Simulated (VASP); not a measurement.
# Al4Co (Pm-3m) in VASP: further runs

Runs on Al4Co. Level: PBE. Tasks: relaxation of cell and atoms.

Everything below comes from runs of VASP 6.6.1. Logs are shortened: lines on timing, memory, paths and dates and some standing lists are left out, and cuts for length are marked.

### 1 The cell of the first run

It takes space group Pm-3m (No. 221, cubic). The conventional cell has a = 4.501 Å, b = 4.501 Å, c = 4.501 Å, α = 90.00°, β = 90.00°, γ = 90.00°. Al (site symmetry 4/mmm) has 2 Co at 2.25 Å within 3.0 Å. Al (site symmetry m-3m) has 12 Al at 3.18 Å and 8 Co at 3.90 Å within 4.2 Å. Within 3.0 Å of Co (site symmetry m-3m) lie 6 Al at 2.25 Å.

The cell was built from a structure type or drawn by symmetry, and may not be a known phase.

### 2 Relaxation of cell and atoms, PBE

INCAR reads:

```
SYSTEM = Al4Co
ALGO = Normal
EDIFF = 1E-6
EDIFFG = -0.01
ENCUT = 600
GGA = PE
IBRION = 2
ISIF = 3
ISMEAR = 0
LASPH = .TRUE.
LCHARG = .FALSE.
LREAL = .FALSE.
LWAVE = .FALSE.
NELM = 100
NSW = 100
PREC = Accurate
SIGMA = 0.1
```

KPOINTS reads:

```
k-points
0
G
  8 8 8
  0 0 0
```

POSCAR reads:

```
Al4Co
1.0
    4.5009466086      0.0000000000      0.0000000000
    0.0000000000      4.5009466086      0.0000000000
    0.0000000000      0.0000000000      4.5009466086
Al Co
4 1
Direct
    0.5000000000      0.0000000000      0.0000000000
    0.0000000000      0.5000000000      0.0000000000
    0.0000000000      0.0000000000      0.5000000000
    0.5000000000      0.5000000000      0.5000000000
    0.0000000000      0.0000000000      0.0000000000
```

Potentials or basis: VASP PAW PBE potentials, release 64 (Al, Co).

The run is started by

```console
$ cat potpaw_PBE.64/Al/POTCAR potpaw_PBE.64/Co/POTCAR > POTCAR
$ mpirun -np 1 vasp_std > vasp.out
```

OUTCAR:

```text
SYSTEM = Al4Co
   EDIFF = 1E-6
   EDIFFG = -0.01
   ENCUT = 600
   GGA = PE
   IBRION = 2
   ISIF = 3
   ISMEAR = 0
   LASPH = .TRUE.
   LREAL = .FALSE.
   NELM = 100
   NSW = 100
   PREC = Accurate

 ion  position               nearest neighbor table
   1  0.500  0.000  0.000-   5 2.25   5 2.25   4 3.18   2 3.18   3 3.18   4 3.18   2 3.18   4 3.18
                             4 3.18   2 3.18   3 3.18   3 3.18   3 3.18   2 3.18
   2  0.000  0.500  0.000-   5 2.25   5 2.25   4 3.18   1 3.18   3 3.18   4 3.18   1 3.18   3 3.18
                             3 3.18   3 3.18   1 3.18   4 3.18   4 3.18   1 3.18
   3  0.000  0.000  0.500-   5 2.25   5 2.25   4 3.18   1 3.18   1 3.18   2 3.18   2 3.18   2 3.18
                             4 3.18   2 3.18   1 3.18   4 3.18   1 3.18   4 3.18
   4  0.500  0.500  0.500-   1 3.18   2 3.18   3 3.18   1 3.18   2 3.18   1 3.18   3 3.18   1 3.18
                             2 3.18   3 3.18   2 3.18   3 3.18
   5  0.000  0.000  0.000-   1 2.25   2 2.25   3 2.25   3 2.25   2 2.25   1 2.25

  LATTYP: Found a simple cubic cell.
 ALAT       =     4.5009466086

  Lattice vectors:

 A1 = (   4.5009466086,   0.0000000000,   0.0000000000)
 A2 = (   0.0000000000,   4.5009466086,   0.0000000000)
 A3 = (   0.0000000000,   0.0000000000,   4.5009466086)

Analysis of symmetry for initial positions (statically):
=====================================================================
 Subroutine PRICEL returns:
 Original cell was already a primitive cell.

 Routine SETGRP: Setting up the symmetry group for a
 simple cubic supercell.

 Subroutine GETGRP returns: Found 48 space group operations
 (whereof 48 operations were pure point group operations)
 out of a pool of 48 trial point group operations.

The static configuration has the point symmetry O_h .

Analysis of symmetry for dynamics (positions and initial velocities):
=====================================================================
 Subroutine PRICEL returns:
 Original cell was already a primitive cell.

 Routine SETGRP: Setting up the symmetry group for a
 simple cubic supercell.

 Subroutine GETGRP returns: Found 48 space group operations
 (whereof 48 operations were pure point group operations)
 out of a pool of 48 trial point group operations.

The dynamic configuration has the point symmetry O_h .

 Subroutine INISYM returns: Found 48 space group operations
 (whereof 48 operations are pure point group operations),
 and found     1 'primitive' translations

----------------------------------------------------------------------------------------

                                     Primitive cell

  volume of cell :      91.1825

  direct lattice vectors                    reciprocal lattice vectors
     4.500946609  0.000000000  0.000000000     0.222175486  0.000000000  0.000000000
     0.000000000  4.500946609  0.000000000     0.000000000  0.222175486  0.000000000
     0.000000000  0.000000000  4.500946609     0.000000000  0.000000000  0.222175486

  length of vectors
     4.500946609  4.500946609  4.500946609     0.222175486  0.222175486  0.222175486

  position of ions in fractional coordinates (direct lattice)
     0.500000000  0.000000000  0.000000000
     0.000000000  0.500000000  0.000000000
     0.000000000  0.000000000  0.500000000
     0.500000000  0.500000000  0.500000000
     0.000000000  0.000000000  0.000000000

  ion indices of the primitive-cell ions
   primitive index   ion index
                 1           1
                 2           2
                 3           3
                 4           4
                 5           5

----------------------------------------------------------------------------------------

 KPOINTS: k-points

Automatic generation of k-mesh.
[... 89 lines left out ...]
  Thomas-Fermi vector in A             =   2.136039
   LORBIT       =      0    0 simple, 1 ext, 2 COOP (PROOUT), +10 PAW based schemes
   GGA     = PE    functional components
   LHFCALC =     F    Hartree Fock is set to
   AEXX    =    0.0000 exact exchange contribution
   IVDW    =     0    specifies the selected vdW correction
   LEPSILON=     F    determine dielectric tensor
   LRPA    =     F    only Hartree local field effects (RPA)
 conjugate gradient relaxation of ions
 non-spin polarized calculation
 Gauss-broadening in eV      SIGMA  =   0.10
  energy-cutoff  :      600.00
  volume of cell :       91.18
 maximum number of plane-waves:      3112
 NGX is ok and might be reduce to    36
   NGX = 17   NGY = 17   NGZ = 17

--------------------------------------- Ionic step        1  -------------------------------------------

 number of electron      20.9999989 magnetization

 Free energy of the ion-electron system (eV)
  ---------------------------------------------------
  ext. energy  EPLUGINS =         0.00000000
  ---------------------------------------------------
  free energy    TOTEN  =       -21.71480893 eV

  energy without entropy =      -21.70133103  energy(sigma->0) =      -21.70806998

------------------------ aborting loop because EDIFF is reached ----------------------------------------

  FORCE on cell =-STRESS in cart. coord.  units (eV):
  Direction    XX          YY          ZZ          XY          YZ          ZX
  --------------------------------------------------------------------------------------
  -------------------------------------------------------------------------------------
  Total        0.1016680      0.1016680      0.1016680     -0.0000000      0.0000000     -0.0000000
  in kB        1.7864182      1.7864182      1.7864182     -0.0000000      0.0000000     -0.0000000
  external PRESSURE =       1.7864182 kB  Pullay stress =       0.0000000 kB

 VOLUME and BASIS-vectors are now :
 -----------------------------------------------------------------------------
  energy-cutoff  :      600.00
  volume of cell :       91.18
      direct lattice vectors                 reciprocal lattice vectors
     4.500946609  0.000000000  0.000000000     0.222175486  0.000000000  0.000000000
     0.000000000  4.500946609  0.000000000     0.000000000  0.222175486  0.000000000
     0.000000000  0.000000000  4.500946609     0.000000000  0.000000000  0.222175486

 POSITION                                       TOTAL-FORCE (eV/Angst)
 -----------------------------------------------------------------------------------
      2.25047      0.00000      0.00000         0.000000      0.000000      0.000000
      0.00000      2.25047      0.00000         0.000000      0.000000      0.000000
      0.00000      0.00000      2.25047         0.000000      0.000000      0.000000
      2.25047      2.25047      2.25047         0.000000      0.000000      0.000000
      0.00000      0.00000      0.00000         0.000000      0.000000      0.000000
 -----------------------------------------------------------------------------------
    total drift:                               -0.000000     -0.000000     -0.000000

  FREE ENERGIE OF THE ION-ELECTRON SYSTEM (eV)
  ---------------------------------------------------
  free  energy   TOTEN  =       -21.7148089347 eV

  energy  without entropy=      -21.7013310274  energy(sigma->0) =      -21.70806998

--------------------------------------- Ionic step        2  -------------------------------------------

 number of electron      20.9999989 magnetization

 Free energy of the ion-electron system (eV)
  ---------------------------------------------------
  ext. energy  EPLUGINS =         0.00000000
  ---------------------------------------------------
  free energy    TOTEN  =       -21.71488688 eV

  energy without entropy =      -21.70144312  energy(sigma->0) =      -21.70816500

 E-fermi :   6.4401     XC(G=0):  -9.8296

 val. band max:        6.4207652626   @ k =   0.5000   0.3750   0.1250
 cond. band min:       6.4875015863   @ k =   0.2500   0.2500   0.0000
 fundamental gap:      0.0667363237
 Fermi energy:         6.4400501143

 k-point     1 :       0.0000    0.0000    0.0000
  band No.  band energies     occupation
      1      -3.1450      2.00000
      2       2.7084      2.00000
      3       2.7084      2.00000
      4       3.7894      2.00000
      5       3.7894      2.00000
      6       3.7894      2.00000
      7       4.0050      2.00000
      8       4.6490      2.00000
      9       4.6490      2.00000
     10       4.6490      2.00000
     11       6.8419      0.00000
     12       6.8419      0.00000
     13       9.8923      0.00000
     14       9.8923      0.00000
[... 377 lines left out ...]
      1      -0.4178      2.00000
      2      -0.0419      2.00000
      3       1.3983      2.00000
      4       1.5965      2.00000
      5       3.7386      2.00000
      6       3.9893      2.00000
      7       4.1618      2.00000
      8       4.3009      2.00000
      9       4.8419      2.00000
     10       5.5729      2.00000
     11       6.4208      1.21494
     12       7.4389      0.00000
     13       7.5664      0.00000
     14       9.3179      0.00000

 [... further k-points ...]

------------------------ aborting loop because EDIFF is reached ----------------------------------------

  FORCE on cell =-STRESS in cart. coord.  units (eV):
  Direction    XX          YY          ZZ          XY          YZ          ZX
  --------------------------------------------------------------------------------------
  -------------------------------------------------------------------------------------
  Total       -0.0261553     -0.0261553     -0.0261553      0.0000000      0.0000000     -0.0000000
  in kB       -0.4582268     -0.4582268     -0.4582268      0.0000000      0.0000000     -0.0000000
  external PRESSURE =      -0.4582268 kB  Pullay stress =       0.0000000 kB

 VOLUME and BASIS-vectors are now :
 -----------------------------------------------------------------------------
  energy-cutoff  :      600.00
  volume of cell :       91.45
      direct lattice vectors                 reciprocal lattice vectors
     4.505361796  0.000000000 -0.000000000     0.221957757  0.000000000 -0.000000000
    -0.000000000  4.505361796 -0.000000000    -0.000000000  0.221957757 -0.000000000
     0.000000000  0.000000000  4.505361796     0.000000000  0.000000000  0.221957757

 POSITION                                       TOTAL-FORCE (eV/Angst)
 -----------------------------------------------------------------------------------
      2.25268      0.00000     -0.00000         0.000000      0.000000      0.000000
     -0.00000      2.25268     -0.00000         0.000000      0.000000      0.000000
      0.00000      0.00000      2.25268        -0.000000     -0.000000      0.000000
      2.25268      2.25268      2.25268        -0.000000     -0.000000      0.000000
      0.00000      0.00000      0.00000         0.000000      0.000000      0.000000
 -----------------------------------------------------------------------------------
    total drift:                               -0.000000     -0.000000     -0.000000

  FREE ENERGIE OF THE ION-ELECTRON SYSTEM (eV)
  ---------------------------------------------------
  free  energy   TOTEN  =       -21.7148868760 eV

  energy  without entropy=      -21.7014431192  energy(sigma->0) =      -21.70816500

 reached required accuracy - stopping structural energy minimisation
```

It took 37 s on 1 thread of Intel Xeon 6975P-C (Granite Rapids), shared host; peak memory 0.24 GiB.

What came out:

| Quantity | Value |
| --- | --- |
| Free energy | -21.7149 eV |
| Relaxed volume | 18.29 Å³/atom |
| Relaxed cell | a = 4.505 Å, b = 4.505 Å, c = 4.505 Å, α = 90.00°, β = 90.00°, γ = 90.00° |
| Space group after relaxing (to 0.1 Å) | Pm-3m (No. 221) |
| Energy gained by relaxing | 0.0 meV/atom |
| Ionic steps | 2 |
| Pressure after relaxing | 0.0 GPa |
| Band gap on the k mesh | zero (an odd number of electrons rules out a gap without spin polarisation) |

Final structure:
```
Al Co
1.0
     4.50536    0.00000    0.00000
     0.00000    4.50536    0.00000
     0.00000    0.00000    4.50536
Al Co
4 1
Direct
  0.50000 0.00000 0.00000
  0.00000 0.50000 0.00000
  0.00000 0.00000 0.50000
  0.50000 0.50000 0.50000
  0.00000 0.00000 0.00000
```

Levels at points of the mesh, in eV from the Fermi level:
| k point | band 8 | band 9 | band 10 | band 11 | band 12 | band 13 |
| --- | --- | --- | --- | --- | --- | --- |
| (0.00, 0.00, 0.00) | -1.79 | -1.79 | -1.79 | 0.40 | 0.40 | 3.45 |
| (0.50, 0.00, 0.00) | -1.19 | -1.19 | -0.97 | 0.41 | 0.53 | 0.61 |
| (0.50, 0.50, 0.00) | -2.18 | -1.46 | 0.11 | 1.07 | 1.42 | 1.42 |
| (0.50, 0.50, 0.50) | -4.14 | -2.17 | -2.17 | -0.55 | -0.55 | -0.55 |

Caveat: the run has no spin polarisation, though such a crystal can be magnetic. Spin polarisation is off, so any magnetic state and its effect on volume and gap are missing.

### 3 Relaxation of cell and atoms, PBE, collinear spin, ferromagnetic start

This run uses another cell than the first one, of 17.05 Å³/atom.

INCAR reads:

```
  PREC = Accurate
  ENCUT = 600
  EDIFF = 1E-6
  ISMEAR = 0
  SIGMA = 0.1
  LREAL = F
  LASPH = T
  NELM = 150
  ALGO = Normal
  ISIF = 3
  LWAVE = F
  LCHARG = F
  ISPIN = 2
  MAGMOM = 0 0 0 0 3
  LORBIT = 11
  LMAXMIX = 4
  GGA = PE
  IBRION = 2
  NSW = 90
  EDIFFG = -0.04
```

KPOINTS reads:

```
Automatic mesh
0
Gamma
  4 4 4
```

POSCAR, as its differences from that of step 2:

```diff
@@ -2,5 +2,5 @@
 1.0
-    4.5009466086      0.0000000000      0.0000000000
-    0.0000000000      4.5009466086      0.0000000000
-    0.0000000000      0.0000000000      4.5009466086
+    4.4013526800      0.0000000000      0.0000000000
+    0.0000000000      4.4013526800      0.0000000000
+    0.0000000000      0.0000000000      4.4013526800
 Al Co
```

Potentials or basis: VASP PAW PBE potentials, release 64 (Al, Co).

The run is started by

```console
$ cat potpaw_PBE.64/Al/POTCAR potpaw_PBE.64/Co/POTCAR > POTCAR
$ mpirun -np 1 vasp_std > vasp.out
```

Run time: 39 s. Hardware: 1 thread of Intel Xeon 6975P-C (Granite Rapids), shared host; peak memory 0.25 GiB.

It converged, with:

```yaml
Free_energy: -21.6969 eV
Relaxed_volume: 18.26 Å³/atom
Relaxed_cell: a = 4.503 Å, b = 4.503 Å, c = 4.503 Å, α = 90.00°, β = 90.00°, γ = 90.00°
Space_group_after_relaxing_to_0.1_Å: Pm-3m (No. 221)
Energy_gained_by_relaxing: 21.6 meV/atom
Ionic_steps: 3
Pressure_after_relaxing: 0.1 GPa
Net_moment: 0.00 μB per cell
Valence_electrons_inside_the_program's_atomic_spheres: Al 0.78, 0.74 (each value once); Co 8.76
```

The path:
```tsv
step	energy change (eV)	largest force (eV/Å)	pressure (GPa)	volume (Å³)
1	0.0000	0.0000	6.09	85.26
2	-0.0960	0.0000	-1.61	93.51
3	-0.1079	0.0000	0.05	91.32
```

Final structure:
```xyz
5
Lattice="4.5032 0.0000 0.0000 0.0000 4.5032 0.0000 0.0000 0.0000 4.5032" Properties=species:S:1:pos:R:3 pbc="T T T"
Al    2.2516    0.0000    0.0000
Al    0.0000    2.2516    0.0000
Al    0.0000    0.0000    2.2516
Al    2.2516    2.2516    2.2516
Co    0.0000    0.0000    0.0000
```

Levels at points of the mesh, in eV from the Fermi level:
Spin up:
```csv
k point,band 6,band 7,band 8,band 9,band 10,band 11,band 12,band 13,band 14,band 15
"(0.00, 0.00, 0.00)",-2.65,-2.43,-1.79,-1.79,-1.79,0.41,0.41,3.46,3.46,3.46
"(0.50, 0.00, 0.00)",-2.37,-1.75,-1.19,-1.19,-0.96,0.41,0.54,0.62,0.62,1.76
"(0.50, 0.50, 0.00)",-2.19,-2.18,-2.18,-1.45,0.11,1.07,1.43,1.43,2.26,2.45
"(0.50, 0.50, 0.50)",-4.14,-4.14,-4.14,-2.17,-2.17,-0.54,-0.54,-0.54,8.47,8.47
```
Spin down:
```tsv
k point	band 7	band 8	band 9	band 10	band 11	band 12	band 13	band 14
(0.00, 0.00, 0.00)	-2.43	-1.79	-1.79	-1.79	0.41	0.41	3.46	3.46
(0.50, 0.00, 0.00)	-1.75	-1.19	-1.19	-0.96	0.41	0.54	0.62	0.62
(0.50, 0.50, 0.00)	-2.18	-2.18	-1.45	0.11	1.07	1.43	1.43	2.26
(0.50, 0.50, 0.50)	-4.14	-4.14	-2.17	-2.17	-0.54	-0.54	-0.54	8.47
```
